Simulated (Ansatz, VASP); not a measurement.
# Two plane-wave programs on C

```
C
1.0
     1.74407    0.00000    0.00000
     0.00000    1.74407    0.00000
     0.00000    0.00000    1.74407
C
1
Direct
  0.00000 0.00000 0.00000
```

Alike in both runs: task single point; functional PBE; k mesh 29 × 29 × 29; occupations fermi-dirac, width 0.1 eV; no spin polarisation.

```csv
,VASP,Ansatz
version,VASP 6.6.1,Ansatz 0.2.0
potentials or method,"VASP PAW PBE potentials, release 64 (C), cutoff 520 eV","plane waves (420 eV) with PAW, scalar-relativistic"
valence electrons in the cell,4,4
```

Ansatz gave:

```
pressure (GPa) : 18.1
```

Task: Estimate VASP's values.

Result: Pressure (GPa): 18.3.
